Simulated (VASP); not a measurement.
# Al2O3 (Pnnm) in VASP: further runs

Al2O3 is run at these levels: LDA; tasks: single point.

Program: VASP 6.6.1. These are calculated values, not measurements. Logs are shortened: lines on timing, memory, paths and dates and some standing lists are left out, and cuts for length are marked.

## 1. The cell of the first run

The structure is orthorhombic, space group Pnnm (No. 58). Conventional cell: a = 4.593 Å, b = 9.573 Å, c = 2.975 Å, α = 90.00°, β = 90.00°, γ = 90.00°. Al (site symmetry m) has 4 O at 1.67 to 1.79 Å within 2.2 Å. O (site symmetry m) has 3 Al at 1.78 to 1.79 Å within 2.4 Å. O (site symmetry 2/m) has 2 Al at 1.67 Å within 2.2 Å.

## 2. Single point, LDA

The input, INCAR:

```
PREC = Accurate
ENCUT = 520
EDIFF = 1E-6
ISMEAR = 0
SIGMA = 0.02
LREAL = False
LASPH = True
NELM = 60
ALGO = Normal
ISIF = 2
LWAVE = False
LCHARG = False
GGA = CA
NBANDS = 35
```

The input, KPOINTS:

```
Automatic mesh
0
Gamma
  6 4 8
```

The input, POSCAR:

```
Al2O3
1.0
    4.5925857122      0.0000000000      0.0000000000
    0.0000000000      9.5731211374      0.0000000000
    0.0000000000      0.0000000000      2.9745879034
Al O
4 6
Direct
    0.4138788494      0.3309999366      0.5000000000
    0.5861211506      0.6690000634      0.5000000000
   -0.0861211506      0.1690000634      0.0000000000
    1.0861211506      0.8309999366      0.0000000000
    0.7315554251      0.2226862107      0.5000000000
    0.0000000000      0.0000000000      0.0000000000
    0.7684445749      0.7226862107      0.0000000000
    0.2315554251      0.2773137893      0.0000000000
    0.2684445749      0.7773137893      0.5000000000
    0.5000000000      0.5000000000      0.5000000000
```

Potentials or basis: VASP PAW LDA potentials, release 64 (Al, O).

Launch:

```
$ cat potpaw_LDA.64/Al/POTCAR potpaw_LDA.64/O/POTCAR > POTCAR
$ mpirun -np 1 vasp_std > vasp.out
```

OUTCAR:

```text
PREC = Accurate
   ENCUT = 520
   EDIFF = 1E-6
   ISMEAR = 0
   LREAL = False
   LASPH = True
   NELM = 60
   ISIF = 2
   GGA = CA

 ion  position               nearest neighbor table
   1  0.414  0.331  0.500-  10 1.67   8 1.78   8 1.78   5 1.79   3 3.14   3 3.14   3 3.14   3 3.14
                             2 3.33
   2  0.586  0.669  0.500-  10 1.67   7 1.78   7 1.78   9 1.79   4 3.14   4 3.14   4 3.14   4 3.14
                             1 3.33
   3  0.914  0.169  0.000-   6 1.67   5 1.78   5 1.78   8 1.79   1 3.14   1 3.14   1 3.14   1 3.14
                             4 3.33
   4  0.086  0.831  0.000-   6 1.67   9 1.78   9 1.78   7 1.79   2 3.14   2 3.14   2 3.14   2 3.14
                             3 3.33
   5  0.732  0.223  0.500-   3 1.78   3 1.78   1 1.79
   6  0.000  0.000  0.000-   3 1.67   4 1.67
   7  0.768  0.723  0.000-   2 1.78   2 1.78   4 1.79
   8  0.232  0.277  0.000-   1 1.78   1 1.78   3 1.79
   9  0.268  0.777  0.500-   4 1.78   4 1.78   2 1.79
  10  0.500  0.500  0.500-   1 1.67   2 1.67

  LATTYP: Found a simple orthorhombic cell.
 ALAT       =     2.9745879034
 B/A-ratio  =     1.5439401562
 C/A-ratio  =     3.2183016432

  Lattice vectors:

 A1 = (   0.0000000000,   0.0000000000,   2.9745879034)
 A2 = (   4.5925857122,   0.0000000000,   0.0000000000)
 A3 = (   0.0000000000,   9.5731211374,   0.0000000000)

Analysis of symmetry for initial positions (statically):
=====================================================================
 Subroutine PRICEL returns:
 Original cell was already a primitive cell.

 Routine SETGRP: Setting up the symmetry group for a
 simple orthorhombic supercell.

 Subroutine GETGRP returns: Found  8 space group operations
 (whereof  4 operations were pure point group operations)
 out of a pool of  8 trial point group operations.

The static configuration has the point symmetry C_2h.
 The point group associated with its full space group is D_2h.

Analysis of symmetry for dynamics (positions and initial velocities):
=====================================================================
 Subroutine PRICEL returns:
 Original cell was already a primitive cell.

 Routine SETGRP: Setting up the symmetry group for a
 simple orthorhombic supercell.

 Subroutine GETGRP returns: Found  8 space group operations
 (whereof  4 operations were pure point group operations)
 out of a pool of  8 trial point group operations.

The dynamic configuration has the point symmetry C_2h.
[... 125 lines left out ...]
   TEBEG  =    0.0;   TEEND  =   0.0 temperature during run
   PSTRESS=    0.0 pullay stress
   NELECT =      48.0000    total number of electrons
   NUPDOWN=      -1.0000    fix difference up-down
   EMIN   =  10.00;   EMAX   =-10.00  energy-range for DOS
   EFERMI =   0.00;   METHOD = LEGACY
   ISMEAR =     0;   SIGMA  =   0.02  broadening in eV -4-tet -1-fermi 0-gaus
   EFERMI_NEDOS =   21; number of points for ismear=-14 and -15
   IALGO  =     38    algorithm
   IMIX   =      4    mixing-type and parameters
     AMIX     =   0.40;   BMIX     =  1.00
     AMIX_MAG =   1.60;   BMIX_MAG =  1.00
  volume/ion in A,a.u.               =      13.08        88.25
  Fermi-wavevector in a.u.,A,eV,Ry     =   1.172131  2.215006 18.692913  1.373890
  Thomas-Fermi vector in A             =   2.308564
   LORBIT       =      0    0 simple, 1 ext, 2 COOP (PROOUT), +10 PAW based schemes
   GGA     = CA    functional components
   LHFCALC =     F    Hartree Fock is set to
   AEXX    =    0.0000 exact exchange contribution
   IVDW    =     0    specifies the selected vdW correction
   LEPSILON=     F    determine dielectric tensor
   LRPA    =     F    only Hartree local field effects (RPA)
 non-spin polarized calculation
 Gauss-broadening in eV      SIGMA  =   0.02
  energy-cutoff  :      520.00
  volume of cell :      130.78
 maximum number of plane-waves:      3564
 NGX is ok and might be reduce to    36
   NGX = 17   NGY = 35   NGZ = 11

 number of electron      47.9999967 magnetization

 Free energy of the ion-electron system (eV)
  ---------------------------------------------------
  ext. energy  EPLUGINS =         0.00000000
  ---------------------------------------------------
  free energy    TOTEN  =       -80.94562094 eV

  energy without entropy =      -80.94562094  energy(sigma->0) =      -80.94562094

 E-fermi :   2.1887     XC(G=0):  -9.5523

 val. band max:        2.0446109718   @ k =   0.0000   0.0000   0.0000
 cond. band min:       5.5087564776   @ k =   0.0000   0.0000   0.0000
 fundamental gap:      3.4641455058
 Fermi energy:         2.1887311941

 k-point     1 :       0.0000    0.0000    0.0000
  band No.  band energies     occupation
      1     -16.9809      2.00000
      2     -16.8944      2.00000
      3     -15.6295      2.00000
      4     -15.6072      2.00000
      5     -14.2521      2.00000
      6     -14.0969      2.00000
[... 901 lines left out ...]
     34      12.7863      0.00000
     35      13.0949      0.00000

 [... further k-points ...]

------------------------ aborting loop because EDIFF is reached ----------------------------------------

  FORCE on cell =-STRESS in cart. coord.  units (eV):
  Direction    XX          YY          ZZ          XY          YZ          ZX
  --------------------------------------------------------------------------------------
  -------------------------------------------------------------------------------------
  Total        0.4110054      1.1153955      0.5128019      0.0000000      0.0000000      0.0000000
  in kB        5.0352429     13.6647552      6.2823564      0.0000000      0.0000000      0.0000000
  external PRESSURE =       8.3274515 kB  Pullay stress =       0.0000000 kB

 VOLUME and BASIS-vectors are now :
 -----------------------------------------------------------------------------
  energy-cutoff  :      520.00
  volume of cell :      130.78
      direct lattice vectors                 reciprocal lattice vectors
     4.592585712  0.000000000  0.000000000     0.217742262  0.000000000  0.000000000
     0.000000000  9.573121137  0.000000000     0.000000000  0.104459140  0.000000000
     0.000000000  0.000000000  2.974587903     0.000000000  0.000000000  0.336181022

 POSITION                                       TOTAL-FORCE (eV/Angst)
 -----------------------------------------------------------------------------------
      1.90077      3.16870      1.48729        -0.023794     -0.079216      0.000000
      2.69181      6.40442      1.48729         0.023794      0.079216     -0.000000
      4.19707      1.61786      0.00000        -0.023794      0.079216      0.000000
      0.39552      7.95526      0.00000         0.023794     -0.079216      0.000000
      3.35973      2.13180      1.48729        -0.013636      0.007011     -0.000000
      0.00000      0.00000      0.00000        -0.000000      0.000000      0.000000
      3.52915      6.91836      0.00000         0.013636      0.007011      0.000000
      1.06344      2.65476      0.00000        -0.013636     -0.007011     -0.000000
      1.23285      7.44132      1.48729         0.013636     -0.007011      0.000000
      2.29629      4.78656      1.48729        -0.000000      0.000000      0.000000
 -----------------------------------------------------------------------------------
    total drift:                                0.000000      0.000000      0.000000

  FREE ENERGIE OF THE ION-ELECTRON SYSTEM (eV)
  ---------------------------------------------------
  free  energy   TOTEN  =       -80.9456209406 eV

  energy  without entropy=      -80.9456209406  energy(sigma->0) =      -80.94562094
```

stdout:

```text
POSCAR found type information on POSCAR AlO
 POSCAR found :  2 types and      10 ions
 scaLAPACK will be used
 LDA part: xc-table for (Slater(with rela. corr.)+CA(PZ))
 , standard interpolation
 POSCAR, INCAR and KPOINTS ok, starting setup
 FFT: planning ... GRIDC
 FFT: planning ... GRID_SOFT
 FFT: planning ... GRID
 WAVECAR not read
 entering main loop
```

Run time: 82 s. Hardware: 1 thread of Intel Xeon 6975P-C (Granite Rapids), shared host; peak memory 0.31 GiB.

Results:

* Free energy: -80.9456 eV
* Pressure: 0.8 GPa
* Largest force: 0.083 eV/Å
* Band gap on the k mesh: 3.46 eV

Forces in eV/Å, atoms in the order of the input:
```
Al  -0.024 -0.079  0.000
Al   0.024  0.079  0.000
Al  -0.024  0.079  0.000
Al   0.024 -0.079  0.000
O   -0.014  0.007  0.000
O    0.000  0.000  0.000
O    0.014  0.007  0.000
O   -0.014 -0.007  0.000
O    0.014 -0.007  0.000
O    0.000  0.000  0.000
```

Stress tensor (GPa, compression positive):
```
0.50 0.00 0.00
0.00 1.37 0.00
0.00 0.00 0.63
```

Levels at points of the mesh, in eV from the valence-band top:
| k point | band 21 | band 22 | band 23 | band 24 | band 25 | band 26 | band 27 | band 28 |
| --- | --- | --- | --- | --- | --- | --- | --- | --- |
| (0.00, 0.00, 0.00) | -1.38 | -0.57 | -0.06 | 0.00 | 3.46 | 5.28 | 6.21 | 6.30 |
| (0.50, 0.00, 0.00) | -1.10 | -1.10 | -0.02 | -0.02 | 5.92 | 5.92 | 6.64 | 6.64 |
| (0.00, 0.50, 0.00) | -0.92 | -0.92 | -0.03 | -0.03 | 4.17 | 4.17 | 6.51 | 6.51 |
| (0.50, 0.50, 0.00) | -1.01 | -1.01 | -0.02 | -0.02 | 5.91 | 5.91 | 6.38 | 6.38 |
| (0.00, 0.00, 0.50) | -1.58 | -1.58 | -0.76 | -0.76 | 6.84 | 6.84 | 7.35 | 7.35 |
| (0.50, 0.00, 0.50) | -1.69 | -1.69 | -0.79 | -0.79 | 6.80 | 6.80 | 8.22 | 8.22 |
| (0.00, 0.50, 0.50) | -1.70 | -1.70 | -0.66 | -0.66 | 6.66 | 6.66 | 7.78 | 7.78 |
| (0.50, 0.50, 0.50) | -1.68 | -1.68 | -0.87 | -0.87 | 6.97 | 6.97 | 8.13 | 8.13 |

A k mesh can miss the band edges.

## 3. Single point, LDA

The input, INCAR:

```
SYSTEM = Al2O3
PREC = Accurate
ENCUT = 520
EDIFF = 1E-6
ISMEAR = 0
SIGMA = 0.05
LREAL = .FALSE.
LASPH = .TRUE.
NELM = 100
ALGO = Normal
ISIF = 2
LWAVE = .FALSE.
LCHARG = .FALSE.
NBANDS = 35
```

The input, KPOINTS:

```
regular mesh
0
G
  6 4 8
  0 0 0
```

POSCAR, as its differences from that of step 2:

```diff
@@ -10,4 +10,4 @@
     0.5861211506      0.6690000634      0.5000000000
-   -0.0861211506      0.1690000634      0.0000000000
-    1.0861211506      0.8309999366      0.0000000000
+    0.9138788494      0.1690000634      0.0000000000
+    0.0861211506      0.8309999366      0.0000000000
     0.7315554251      0.2226862107      0.5000000000
```

Potentials or basis: VASP PAW LDA potentials, release 64 (Al, O).

Launch:

```
$ cat potpaw_LDA.64/Al/POTCAR potpaw_LDA.64/O/POTCAR > POTCAR
$ mpirun -np 1 vasp_std > vasp.out
```

It took 94 s on 1 thread of Intel Xeon 6975P-C (Granite Rapids), shared host; peak memory 0.31 GiB.

Results (log left out):

| Property | Result |
| --- | --- |
| Free energy | -80.9456 eV |
| Pressure | 0.8 GPa |
| Largest force | 0.083 eV/Å |
| Band gap on the k mesh | 3.46 eV |

Forces in eV/Å, atoms in the order of the input:
```
Al  -0.024 -0.079  0.000
Al   0.024  0.079  0.000
Al  -0.024  0.079  0.000
Al   0.024 -0.079  0.000
O   -0.014  0.007  0.000
O    0.000  0.000  0.000
O    0.014  0.007  0.000
O   -0.014 -0.007  0.000
O    0.014 -0.007  0.000
O    0.000  0.000  0.000
```

Stress tensor (GPa, compression positive):
```
0.50 0.00 0.00
0.00 1.37 0.00
0.00 0.00 0.63
```

Levels at points of the mesh, in eV from the valence-band top:
| k point | band 20 | band 21 | band 22 | band 23 | band 24 | band 25 | band 26 | band 27 | band 28 | band 29 |
| --- | --- | --- | --- | --- | --- | --- | --- | --- | --- | --- |
| (0.00, 0.00, 0.00) | -1.76 | -1.38 | -0.57 | -0.06 | 0.00 | 3.46 | 5.28 | 6.21 | 6.30 | 6.85 |
| (0.50, 0.00, 0.00) | -2.56 | -1.10 | -1.10 | -0.02 | -0.02 | 5.92 | 5.92 | 6.64 | 6.64 | 7.46 |
| (0.00, 0.50, 0.00) | -1.98 | -0.92 | -0.92 | -0.03 | -0.03 | 4.17 | 4.17 | 6.51 | 6.51 | 7.38 |
| (0.50, 0.50, 0.00) | -2.88 | -1.01 | -1.01 | -0.02 | -0.02 | 5.91 | 5.91 | 6.38 | 6.38 | 8.24 |
| (0.00, 0.00, 0.50) | -2.54 | -1.58 | -1.58 | -0.76 | -0.76 | 6.84 | 6.84 | 7.35 | 7.35 | 8.14 |
| (0.50, 0.00, 0.50) | -2.25 | -1.69 | -1.69 | -0.79 | -0.79 | 6.80 | 6.80 | 8.22 | 8.22 | 8.41 |
| (0.00, 0.50, 0.50) | -2.53 | -1.70 | -1.70 | -0.66 | -0.66 | 6.66 | 6.66 | 7.78 | 7.78 | 7.88 |
| (0.50, 0.50, 0.50) | -2.15 | -1.68 | -1.68 | -0.87 | -0.87 | 6.97 | 6.97 | 8.13 | 8.13 | 8.16 |

A k mesh can miss the band edges.
